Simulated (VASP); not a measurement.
# NaH (Pm-3m) in VASP: a series of runs, part 2 of 2

VASP 6.6.1.

## (3) Single point, PBEsol

This run uses another cell than the first one, of 12.68 Å³/atom, 1.006 times its volume.

INCAR

```
PREC     = Accurate       # precision mode
ENCUT    = 520            # plane-wave cutoff, eV
EDIFF    = 1E-6           # SCF threshold, eV
ISMEAR   = -1             # smearing method
SIGMA    = 0.02           # smearing width, eV
LREAL    = F              # projectors in reciprocal space
LASPH    = T              # aspherical terms in the spheres
NELM     = 80             # most SCF steps
ALGO     = Normal         # electronic algorithm
ISIF     = 2              # what is computed and relaxed
LWAVE    = F              # write WAVECAR
LCHARG   = F              # write CHGCAR
GGA      = PS             # functional
NBANDS   = 11             # bands
```

KPOINTS

```
Automatic mesh
0
Gamma
  8 8 8
```

POSCAR

```
NaH
1.0
    2.9379982378      0.0000000000      0.0000000000
    0.0000000000      2.9379982378      0.0000000000
    0.0000000000      0.0000000000      2.9379982378
Na H
1 1
Direct
    0.0000000000      0.0000000000      0.0000000000
    0.5000000000      0.5000000000      0.5000000000
```

Potentials or basis: VASP PAW PBE potentials, release 64 (Na_pv, H).

Command:

```bash
> cat potpaw_PBE.64/Na_pv/POTCAR potpaw_PBE.64/H/POTCAR > POTCAR
> mpirun -np 1 vasp_std > vasp.out
```

OUTCAR:

```text
PREC = Accurate
   ENCUT = 520
   EDIFF = 1E-6
   ISMEAR = -1
   LREAL = F
   LASPH = T
   NELM = 80
   ISIF = 2
   GGA = PS

 ion  position               nearest neighbor table
   1  0.000  0.000  0.000-
   2  0.500  0.500  0.500-

  LATTYP: Found a simple cubic cell.
 ALAT       =     2.9379982378

  Lattice vectors:

 A1 = (   2.9379982378,   0.0000000000,   0.0000000000)
 A2 = (   0.0000000000,   2.9379982378,   0.0000000000)
 A3 = (   0.0000000000,   0.0000000000,   2.9379982378)

Analysis of symmetry for initial positions (statically):
=====================================================================
 Subroutine PRICEL returns:
 Original cell was already a primitive cell.

 Routine SETGRP: Setting up the symmetry group for a
 simple cubic supercell.

 Subroutine GETGRP returns: Found 48 space group operations
 (whereof 48 operations were pure point group operations)
 out of a pool of 48 trial point group operations.

The static configuration has the point symmetry O_h .

Analysis of symmetry for dynamics (positions and initial velocities):
=====================================================================
 Subroutine PRICEL returns:
 Original cell was already a primitive cell.

 Routine SETGRP: Setting up the symmetry group for a
 simple cubic supercell.

 Subroutine GETGRP returns: Found 48 space group operations
 (whereof 48 operations were pure point group operations)
 out of a pool of 48 trial point group operations.

The dynamic configuration has the point symmetry O_h .

 Subroutine INISYM returns: Found 48 space group operations
 (whereof 48 operations are pure point group operations),
 and found     1 'primitive' translations

[... 115 lines left out ...]
  volume/ion in A,a.u.               =      12.68        85.57
  Fermi-wavevector in a.u.,A,eV,Ry     =   1.114431  2.105970 16.897852  1.241957
  Thomas-Fermi vector in A             =   2.251026
   LORBIT       =      0    0 simple, 1 ext, 2 COOP (PROOUT), +10 PAW based schemes
   GGA     = PS    functional components
   LHFCALC =     F    Hartree Fock is set to
   AEXX    =    0.0000 exact exchange contribution
   IVDW    =     0    specifies the selected vdW correction
   LEPSILON=     F    determine dielectric tensor
   LRPA    =     F    only Hartree local field effects (RPA)
 non-spin polarized calculation
  energy-cutoff  :      520.00
  volume of cell :       25.36
 maximum number of plane-waves:       703
 NGX is ok and might be reduce to    24
   NGX = 11   NGY = 11   NGZ = 11

 number of electron       8.0000013 magnetization

 Free energy of the ion-electron system (eV)
  ---------------------------------------------------
  ext. energy  EPLUGINS =         0.00000000
  ---------------------------------------------------
  free energy    TOTEN  =        -4.78864340 eV

  energy without entropy =       -4.78864340  energy(sigma->0) =       -4.78864340

 E-fermi :   1.8434     XC(G=0):  -8.3223

 val. band max:        1.4667955394   @ k =   0.5000   0.5000   0.5000
 cond. band min:       2.2666497006   @ k =   0.5000   0.0000   0.0000
 fundamental gap:      0.7998541612
 Fermi energy:         1.8434264471

 k-point     1 :       0.0000    0.0000    0.0000
  band No.  band energies     occupation
      1     -23.0326      2.00000
      2     -23.0326      2.00000
      3     -23.0326      2.00000
      4      -4.6913      2.00000
      5      10.2487      0.00000
      6      12.2343      0.00000
      7      12.2343      0.00000
      8      13.8798      0.00000
      9      13.8798      0.00000
     10      13.8798      0.00000
     11      27.2697      0.00000
[... 309 lines left out ...]
 k-point    24 :       0.5000    0.3750    0.1250
  band No.  band energies     occupation
      1     -23.1917      2.00000
      2     -23.1619      2.00000
      3     -23.0270      2.00000
      4      -0.5298      2.00000
      5       4.8238      0.00000
      6       6.5734      0.00000
      7       9.7234      0.00000
      8      13.4684      0.00000
      9      16.9986      0.00000
     10      18.1514      0.00000
     11      22.4859      0.00000

 [... further k-points ...]

------------------------ aborting loop because EDIFF is reached ----------------------------------------

  FORCE on cell =-STRESS in cart. coord.  units (eV):
  Direction    XX          YY          ZZ          XY          YZ          ZX
  --------------------------------------------------------------------------------------
  -------------------------------------------------------------------------------------
  Total       -0.0033141     -0.0033141     -0.0033141      0.0000000      0.0000000     -0.0000000
  in kB       -0.2093714     -0.2093714     -0.2093714      0.0000000      0.0000000     -0.0000000
  external PRESSURE =      -0.2093714 kB  Pullay stress =       0.0000000 kB

 VOLUME and BASIS-vectors are now :
 -----------------------------------------------------------------------------
  energy-cutoff  :      520.00
  volume of cell :       25.36
      direct lattice vectors                 reciprocal lattice vectors
     2.937998238  0.000000000  0.000000000     0.340367801  0.000000000  0.000000000
     0.000000000  2.937998238  0.000000000     0.000000000  0.340367801  0.000000000
     0.000000000  0.000000000  2.937998238     0.000000000  0.000000000  0.340367801

 POSITION                                       TOTAL-FORCE (eV/Angst)
 -----------------------------------------------------------------------------------
      0.00000      0.00000      0.00000         0.000000      0.000000      0.000000
      1.46900      1.46900      1.46900         0.000000      0.000000      0.000000
 -----------------------------------------------------------------------------------
    total drift:                                0.000000      0.000000      0.000000

  FREE ENERGIE OF THE ION-ELECTRON SYSTEM (eV)
  ---------------------------------------------------
  free  energy   TOTEN  =        -4.7886433979 eV

  energy  without entropy=       -4.7886433978  energy(sigma->0) =       -4.78864340
```

OSZICAR:

```text
N       E                     dE             d eps       ncg     rms          rms(c)
DAV:   1     0.373332721132E+02    0.37333E+02   -0.46088E+03   776   0.778E+02
DAV:   2    -0.385466594946E+01   -0.41188E+02   -0.40184E+02   814   0.198E+02
DAV:   3    -0.519102694724E+01   -0.13364E+01   -0.13348E+01   923   0.329E+01
DAV:   4    -0.519828597371E+01   -0.72590E-02   -0.72586E-02   886   0.247E+00
DAV:   5    -0.519833820563E+01   -0.52232E-04   -0.52232E-04   878   0.210E-01    0.284E+00
DAV:   6    -0.488461154525E+01    0.31373E+00   -0.32270E-01   875   0.376E+00    0.134E+00
DAV:   7    -0.478770648924E+01    0.96905E-01   -0.32366E-01   855   0.267E+00    0.355E-01
DAV:   8    -0.478881010512E+01   -0.11036E-02   -0.69521E-03   890   0.113E+00    0.674E-02
DAV:   9    -0.478865773170E+01    0.15237E-03   -0.10789E-03   913   0.378E-01    0.242E-02
DAV:  10    -0.478864308780E+01    0.14644E-04   -0.67079E-05   868   0.482E-02    0.215E-03
DAV:  11    -0.478864339786E+01   -0.31006E-06   -0.11839E-06   800   0.700E-03
   1 F= -.47886434E+01 E0= -.47886434E+01  d E =-.136255E-10
```

stdout:

```text
POSCAR found type information on POSCAR NaH
 POSCAR found :  2 types and       2 ions
 scaLAPACK will be used
 -----------------------------------------------------------------------------
|                                                                             |
|                                                                             |
|     You enforced a specific xc type in the INCAR file but a different       |
|     I HOPE YOU KNOW WHAT YOU ARE DOING!                                     |
|                                                                             |
 -----------------------------------------------------------------------------

 LDA part: xc-table for (Slater+PW92), standard interpolation
 POSCAR, INCAR and KPOINTS ok, starting setup
 FFT: planning ... GRIDC
 FFT: planning ... GRID_SOFT
 FFT: planning ... GRID
 WAVECAR not read
 entering main loop
```

Run time: 4.4 s. Hardware: 1 thread of Intel Xeon Platinum 8259CL at 2.50GHz (Skylake/Cascade Lake), shared host; peak memory 0.13 GiB.

Results:

```
Free energy            : -4.7886 eV
Pressure               : 0.0 GPa
Band gap on the k mesh : 0.80 eV, indirect (least direct gap 4.36 eV)
```

Caveat: the PAW data sets were made with another functional, which shifts forces and pressure a little.

## (4) Single point, PBE

This run uses another cell than the first one, of 13.03 Å³/atom, 1.034 times its volume.

INCAR

```
SYSTEM = NaH
PREC = Accurate
ENCUT = 520
EDIFF = 1E-7
ISMEAR = -1
SIGMA = 0.02
LREAL = .FALSE.
LASPH = .TRUE.
NELM = 80
ALGO = Normal
ISIF = 2
LWAVE = .FALSE.
LCHARG = .TRUE.
GGA = PE
LELF = .TRUE.
LVHAR = .TRUE.
NBANDS = 11
```

KPOINTS

```
regular mesh
0
G
  10 10 10
  0 0 0
```

POSCAR

```
NaH
1.0
    2.9649794950      0.0000000000      0.0000000000
    0.0000000000      2.9649794950      0.0000000000
    0.0000000000      0.0000000000      2.9649794950
Na H
1 1
Direct
    0.0000000000      0.0000000000      0.0000000000
    0.5000000000      0.5000000000      0.5000000000
```

Command:

```bash
> cat potpaw_PBE.64/Na_pv/POTCAR potpaw_PBE.64/H/POTCAR > POTCAR
> mpirun -np 1 vasp_std > vasp.out
```

It took 7.1 s on 1 thread of Intel Xeon Platinum 8259CL at 2.50GHz (Skylake/Cascade Lake), shared host; peak memory 0.14 GiB.

The run converged. Its results:

```
Free energy            : -4.7727 eV
Pressure               : -0.1 GPa
Band gap on the k mesh : 1.03 eV, indirect (least direct gap 4.40 eV)
```

Levels at points of the mesh, in eV from the valence-band top:
```csv
k point,band 2,band 3,band 4,band 5,band 6,band 7
"(0.00, 0.00, 0.00)",-24.55,-24.55,-5.87,8.57,10.93,10.93
"(0.50, 0.00, 0.00)",-24.54,-24.54,-3.37,1.03,10.81,14.14
"(0.50, 0.50, 0.00)",-24.69,-24.52,-1.71,4.26,4.26,6.77
"(0.50, 0.50, 0.50)",-24.67,-24.67,0.00,6.89,6.89,6.89
```

A k mesh can miss the band edges. PBE gaps usually lie below the measured ones, often by a third to a half.

## (5) Single point, r2SCAN

POSCAR

```
NaH
1.0
    2.9323911888      0.0000000000      0.0000000000
    0.0000000000      2.9323911888      0.0000000000
    0.0000000000      0.0000000000      2.9323911888
Na H
1 1
Direct
    0.0000000000      0.0000000000      0.0000000000
    0.5000000000      0.5000000000      0.5000000000
```

INCAR.step1

```
SYSTEM = NaH
PREC = Accurate
ENCUT = 520
ISMEAR = -1
SIGMA = 0.02
LREAL = .FALSE.
LASPH = .TRUE.
NELM = 60
NBANDS = 11
GGA = PE
ALGO = Normal
EDIFF = 1E-4
LWAVE = .TRUE.
LCHARG = .FALSE.
```

INCAR.step2

```
SYSTEM = NaH
PREC = Accurate
ENCUT = 520
EDIFF = 1E-7
ISMEAR = -1
SIGMA = 0.02
LREAL = .FALSE.
LASPH = .TRUE.
NELM = 60
ALGO = Normal
ISIF = 2
LWAVE = .FALSE.
LCHARG = .FALSE.
METAGGA = R2SCAN
LMIXTAU = .TRUE.
NBANDS = 11
ISTART = 1
```

KPOINTS

```
regular mesh
0
G
  8 8 8
  0 0 0
```

Potentials or basis: VASP PAW PBE potentials, release 64 (Na_pv, H).

Command:

```bash
> cat potpaw_PBE.64/Na_pv/POTCAR potpaw_PBE.64/H/POTCAR > POTCAR
> cp INCAR.step1 INCAR
> mpirun -np 1 vasp_std > vasp.out
> cp INCAR.step2 INCAR
> mpirun -np 1 vasp_std > vasp.out
```

OUTCAR:

```text
SYSTEM = NaH
   PREC = Accurate
   ENCUT = 520
   EDIFF = 1E-7
   ISMEAR = -1
   LREAL = .FALSE.
   LASPH = .TRUE.
   NELM = 60
   ISIF = 2
   METAGGA = R2SCAN
   ISTART = 1

 ion  position               nearest neighbor table
   1  0.000  0.000  0.000-
   2  0.500  0.500  0.500-

  LATTYP: Found a simple cubic cell.
 ALAT       =     2.9323911888

  Lattice vectors:

 A1 = (   2.9323911888,   0.0000000000,   0.0000000000)
 A2 = (   0.0000000000,   2.9323911888,   0.0000000000)
 A3 = (   0.0000000000,   0.0000000000,   2.9323911888)

Analysis of symmetry for initial positions (statically):
=====================================================================
 Subroutine PRICEL returns:
 Original cell was already a primitive cell.

 Routine SETGRP: Setting up the symmetry group for a
 simple cubic supercell.

 Subroutine GETGRP returns: Found 48 space group operations
 (whereof 48 operations were pure point group operations)
 out of a pool of 48 trial point group operations.

[... 169 lines left out ...]
 k-point     1 :       0.0000    0.0000    0.0000
  band No.  band energies     occupation
      1     -24.3070      2.00000
      2     -24.3070      2.00000
      3     -24.3070      2.00000
      4      -4.8923      2.00000
      5      11.0640      0.00000
      6      12.8543      0.00000
      7      12.8543      0.00000
      8      14.6337      0.00000
      9      14.6337      0.00000
     10      14.6337      0.00000
     11      28.0221      0.00000
[... 309 lines left out ...]
 k-point    24 :       0.5000    0.3750    0.1250
  band No.  band energies     occupation
      1     -24.4547      2.00000
      2     -24.4269      2.00000
      3     -24.3015      2.00000
      4      -0.8330      2.00000
      5       5.3699      0.00000
      6       7.0909      0.00000
      7      10.5835      0.00000
      8      14.1099      0.00000
      9      17.8823      0.00000
     10      19.0047      0.00000
     11      23.3509      0.00000

 [... further k-points ...]

------------------------ aborting loop because EDIFF is reached ----------------------------------------

  FORCE on cell =-STRESS in cart. coord.  units (eV):
  Direction    XX          YY          ZZ          XY          YZ          ZX
  --------------------------------------------------------------------------------------
  -------------------------------------------------------------------------------------
  Total       -0.0453269     -0.0453269     -0.0453269      0.0000000      0.0000000     -0.0000000
  in kB       -2.8800568     -2.8800568     -2.8800568      0.0000000      0.0000000     -0.0000000
  external PRESSURE =      -2.8800568 kB  Pullay stress =       0.0000000 kB

 VOLUME and BASIS-vectors are now :
 -----------------------------------------------------------------------------
  energy-cutoff  :      520.00
  volume of cell :       25.22
      direct lattice vectors                 reciprocal lattice vectors
     2.932391189  0.000000000  0.000000000     0.341018621  0.000000000  0.000000000
     0.000000000  2.932391189  0.000000000     0.000000000  0.341018621  0.000000000
     0.000000000  0.000000000  2.932391189     0.000000000  0.000000000  0.341018621

 POSITION                                       TOTAL-FORCE (eV/Angst)
 -----------------------------------------------------------------------------------
      0.00000      0.00000      0.00000         0.000000      0.000000      0.000000
      1.46620      1.46620      1.46620         0.000000      0.000000      0.000000
 -----------------------------------------------------------------------------------
    total drift:                                0.000000      0.000000      0.000000

  FREE ENERGIE OF THE ION-ELECTRON SYSTEM (eV)
  ---------------------------------------------------
  free  energy   TOTEN  =        -7.2942508756 eV

  energy  without entropy=       -7.2942508756  energy(sigma->0) =       -7.29425088
```

OUTCAR.step1:

```text
SYSTEM = NaH
   PREC = Accurate
   ENCUT = 520
   ISMEAR = -1
   LREAL = .FALSE.
   LASPH = .TRUE.
[... 557 lines left out ...]
      0.00000      0.00000      0.00000         0.000000      0.000000      0.000000
      1.46620      1.46620      1.46620         0.000000      0.000000      0.000000
 -----------------------------------------------------------------------------------
    total drift:                                0.000000      0.000000      0.000000

  FREE ENERGIE OF THE ION-ELECTRON SYSTEM (eV)
  ---------------------------------------------------
  free  energy   TOTEN  =        -4.7702858208 eV

  energy  without entropy=       -4.7702858208  energy(sigma->0) =       -4.77028582
```

Run time: 20 s. Hardware: 1 thread of Intel Xeon Platinum 8259CL at 2.50GHz (Skylake/Cascade Lake), shared host; peak memory 0.14 GiB.

What came out:

```yaml
Free_energy: -7.2943 eV
Pressure: -0.3 GPa
Band_gap_on_the_k_mesh: 1.61 eV, indirect (least direct gap 5.17 eV)
```

Caveat: the PAW data sets were made with another functional, which shifts forces and pressure a little.

## (6) Summary

```csv
level,potentials or basis,cell,k mesh,smearing,gap on the mesh (eV),pressure (GPa)
LDA,"VASP PAW LDA potentials, release 64 (Na_pv, H)","a = 2.932 Å, 2 atoms",8 × 8 × 8,gaussian 0.01 eV,0.57,-1.6
PBEsol,"VASP PAW PBE potentials, release 64 (Na_pv, H)","a = 2.938 Å, 2 atoms",8 × 8 × 8,fermi-dirac 0.02 eV,0.80,0.0
PBE,"VASP PAW PBE potentials, release 64 (Na_pv, H)","a = 2.965 Å, 2 atoms",10 × 10 × 10,fermi-dirac 0.02 eV,1.03,-0.1
r2SCAN,"VASP PAW PBE potentials, release 64 (Na_pv, H)","a = 2.932 Å, 2 atoms",8 × 8 × 8,fermi-dirac 0.02 eV,1.61,-0.3
```

Alike in all rows: task single point; no spin polarisation; cutoff (eV) 520.

Caveats: the PAW data sets were made with another functional, which shifts forces and pressure a little (some runs).

Absolute energies hang on the potentials; compare differences alone.
